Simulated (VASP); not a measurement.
A run of VASP 6.6.1 is set up as follows.

The input INCAR:

```
SYSTEM = Pb
PREC = Accurate ; ENCUT = 520
EDIFF = 1E-6 ; ISMEAR = -1
SIGMA = 0.05 ; LREAL = .False.
LASPH = .True. ; NELM = 80
ALGO = Normal ; ISIF = 2
LWAVE = .False. ; LCHARG = .False.
GGA = PS ; NBANDS = 21
```

File KPOINTS:

```
regular mesh
0
Gamma
  12 12 7
  0 0 0
```

Contents of POSCAR:

```
Pb
1.0
    3.4104006768      0.0000000000      0.0000000000
   -1.7052003384      2.9534936231      0.0000000000
    0.0000000000      0.0000000000      5.5900000000
Pb
2
Direct
    0.3333333333      0.6666666667      0.2500000000
    0.6666666667      0.3333333333      0.7500000000
```

Potentials or basis: VASP PAW PBE potentials, release 64 (Pb_d).

The run is started by

```console
$ cat potpaw_PBE.64/Pb_d/POTCAR > POTCAR
$ mpirun -np 1 vasp_std > vasp.out
```

(1) Predict the pressure.

(2) Predict the band gap on the k mesh.

Answers

(1) 3.3 GPa.

(2) zero (bands 14 and 15 overlap by 8.25 eV).

Caveat: the cell differs from its parent crystal (equal xx and yy strain of -2 %); the cell stands under pressure; the PAW data sets were made with another functional, which shifts forces and pressure a little; spin-orbit coupling is left out, which moves the levels of the heavy elements.
